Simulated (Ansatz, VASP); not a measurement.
**Two plane-wave programs on Ta**

INCAR

```
  PREC = Accurate
  ENCUT = 400
  EDIFF = 1E-8
  ISMEAR = -1
  SIGMA = 0.05
  LREAL = F
  LASPH = T
  NELM = 120
  ALGO = Normal
  ISIF = 2
  LWAVE = F
  LCHARG = F
  GGA = CA
  LEFG = T
  NBANDS = 20
  GGA_COMPAT = F
```

KPOINTS

```
regular mesh
0
Gamma
  12 12 6
```

The input POSCAR:

```
Ta
1.0
    2.9669564710      0.0000000000      0.0000000000
   -1.4834782355      2.5694596758      0.0000000000
    0.0000000000      0.0000000000      4.8064694830
Ta
2
Direct
    0.3333333333      0.6666666667      0.2500000000
    0.6666666667      0.3333333333      0.7500000000
```

Input for Ansatz:

```yaml
crystal:
  lattice:
    - [2.966956471, 0.0, 0.0]
    - [-1.4834782355, 2.5694596758, 0.0]
    - [0.0, 0.0, 4.806469483]
  atoms:
    - { symbol: Ta, position: [0.3333333333, 0.6666666667, 0.25] }
    - { symbol: Ta, position: [0.6666666667, 0.3333333333, 0.75] }
kpoints:
  mp_grid: { grid: [12, 12, 6] }
scf:
  occupations: { method: fermi_dirac, width: 0.05 }
hamiltonian:
  xc: lda
  pseudopotentials: { kind: paw }
output:
  forces: true
  stress: true
  eigenvalues: true
  efg: { contact_densities: true }
  populations: true
```

Change from the starting cell: shortest bond scaled by 1, PAW files.

Alike in both runs: task electric field gradients; functional LDA; k mesh 12 × 12 × 6; occupations fermi-dirac, width 0.05 eV; no spin polarisation.

```csv
,VASP,Ansatz
version,VASP 6.6.1,Ansatz 0.2.0
potentials or method,"VASP PAW LDA potentials, release 64 (Ta_sv_GW)","PAW with Ansatz's default frozen-core files, scalar-relativistic"
plane-wave cutoff (eV),400,420
valence electrons in the cell,26,26
```

VASP gave:

```
size of Vzz on the site where it differs most (V/Å²) : 9.9
```

Question: Which values does Ansatz return?

Answer: Size of Vzz on the site where it differs most (V/Å²): 0.5.

LDA's correlation is that of Perdew and Zunger in VASP and of Perdew and Wang (1992) in Ansatz.

Spin-orbit coupling is off throughout.
